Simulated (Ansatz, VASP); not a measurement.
HgTe in VASP and in Ansatz

POSCAR

```
HgTe
1.0
    0.0000000000      3.2235000000      3.2235000000
    3.2235000000      0.0000000000      3.2235000000
    3.2235000000      3.2235000000      0.0000000000
Hg Te
1 1
Direct
    0.0089553322      0.0089553322      0.0089553322
    0.7500000000      0.7500000000      0.7500000000
```

Contents of INCAR.step1:

```
SYSTEM = HgTe
ALGO = Normal ; EDIFF = 1E-4
ENCUT = 520 ; GGA = PE
ISMEAR = 0 ; LASPH = .TRUE.
LCHARG = .FALSE. ; LREAL = .FALSE.
LWAVE = .TRUE. ; NBANDS = 16
NELM = 100 ; PREC = Accurate
SIGMA = 0.15
```

File INCAR.step2:

```
SYSTEM = HgTe
ALGO = Normal ; EDIFF = 1E-6
ENCUT = 520 ; ISIF = 2
ISMEAR = 0 ; ISTART = 1
LASPH = .TRUE. ; LCHARG = .FALSE.
LMIXTAU = .TRUE. ; LREAL = .FALSE.
LWAVE = .FALSE. ; METAGGA = R2SCAN
NBANDS = 16 ; NELM = 100
PREC = Accurate ; SIGMA = 0.15
```

The input KPOINTS:

```
k-points
0
G
  14 14 14
  0 0 0
```

Input for Ansatz:

```yaml
crystal:
  lattice:
    - [0.0, 3.2235, 3.2235]
    - [3.2235, 0.0, 3.2235]
    - [3.2235, 3.2235, 0.0]
  atoms:
    - { symbol: Hg, position: [0.0089553322, 0.0089553322, 0.0089553322] }
    - { symbol: Te, position: [0.75, 0.75, 0.75] }
basis:
  ecutwfc: 500
kpoints:
  mp_grid: { grid: [14, 14, 14] }
hamiltonian:
  xc: r2scan
scf:
  occupations: { method: gaussian, width: 0.15 }
output:
  forces: true
  stress: true
  eigenvalues: true
```

Change from the starting cell: all Hg atoms moved -0.100 Å, as atom 1 towards its neighbour atom 2 (Te) at 2.792 Å.

Alike in both runs: task single point; functional r2SCAN; k mesh 14 × 14 × 14; occupations gaussian, width 0.15 eV; no spin polarisation.

```csv
,VASP,Ansatz
version,VASP 6.6.1,Ansatz 0.2.0
potentials or method,"VASP PAW PBE potentials, release 64 (Hg, Te), cutoff 520 eV","scalar-relativistic, plane waves, PAW"
valence electrons in the cell,18,36
```

```csv
,VASP,Ansatz,Ansatz less VASP
gap on the k mesh at the Fermi level (eV),none,none,-
pressure (GPa),2.9,2.9,-0.08
"traceless stress, the component that is largest in VASP (GPa)",-0.73,-0.72,+0.010
rms of the force components (eV/Å),0.179,0.176,-0.0036
```

VASP's potentials were made for PBE, not for r2SCAN. Atom by atom the forces differ by 0.004 eV/Å (rms over components). A gap of «none» marks a metal or a gap that the smearing closes. VASP's potentials hold 18 valence electrons a cell and Ansatz's 36, so a difference there can come from the potentials and not from the codes.

Neither program's run includes spin-orbit coupling.
